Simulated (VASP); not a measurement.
Wanted: the native input for a VASP 6.6.1 run.

```
Task                   : relaxation of cell and atoms
Functional             : PBEsol
Potentials or basis    : VASP PAW PBE potentials, release 64 (Al)
Cutoff                 : 600 eV
k mesh                 : 8 × 8 × 8
Occupations            : fermi-dirac, width 0.05 eV
Spin                   : no spin polarisation
Dipole correction      : no
Further INCAR settings : ALGO = Normal; EDIFF = 1e-07; IBRION = 2; EDIFFG = -0.03; NSW = 60; ISIF = 3
```

The structure of Al lies in POSCAR:

```
Al
1.0
    0.0000000000      2.7850000000      2.7850000000
    2.7850000000      0.0000000000      2.7850000000
    2.7850000000      2.7850000000      0.0000000000
Al
2
Direct
    0.0000000000      0.0000000000      0.0000000000
    0.2500000000      0.2500000000      0.2500000000
```

One way to write it, as run:

INCAR

```
SYSTEM = Al
PREC     = Accurate       ! precision mode
ENCUT    = 600            ! plane-wave cutoff, eV
EDIFF    = 1E-7           ! SCF threshold, eV
ISMEAR   = -1             ! smearing method
SIGMA    = 0.05           ! smearing width, eV
LREAL    = .FALSE.        ! projectors in reciprocal space
LASPH    = .TRUE.         ! aspherical terms in the spheres
NELM     = 60             ! most SCF steps
ALGO     = Normal         ! electronic algorithm
ISIF     = 3              ! what is computed and relaxed
LWAVE    = .FALSE.        ! write WAVECAR
LCHARG   = .FALSE.        ! write CHGCAR
GGA      = PS             ! functional
IBRION   = 2              ! ionic algorithm
NSW      = 60             ! ionic steps
EDIFFG   = -0.03          ! ionic threshold
```

KPOINTS

```
regular mesh
0
G
  8 8 8
  0 0 0
```

Potentials or basis: VASP PAW PBE potentials, release 64 (Al).

Run with:

```sh
$ cat potpaw_PBE.64/Al/POTCAR > POTCAR
$ mpirun -np 1 vasp_std > vasp.out
```

It gave:

```
Relaxed volume                         : 26.92 Å³/atom
Relaxed cell                           : a = 4.238 Å, b = 4.238 Å, c = 4.238 Å, α = 60.00°, β = 60.00°, γ = 60.00°
Space group after relaxing (to 0.05 Å) : Fd-3m (No. 227)
Energy gained by relaxing              : 193.9 meV/atom
Ionic steps                            : 3
Pressure after relaxing                : 0.1 GPa
Band gap on the k mesh                 : zero (band 3 reaches 5.06 eV, above the bottom of band 4 at 1.45 eV)
```

Caveat: the volume moved by over 15 % at a fixed basis, so the end points are rough; the PAW data sets were made with another functional, which shifts forces and pressure a little.

Run time: 32 s on 1 thread of Intel Xeon 8259CL (shared host), peak memory 0.17 GiB.
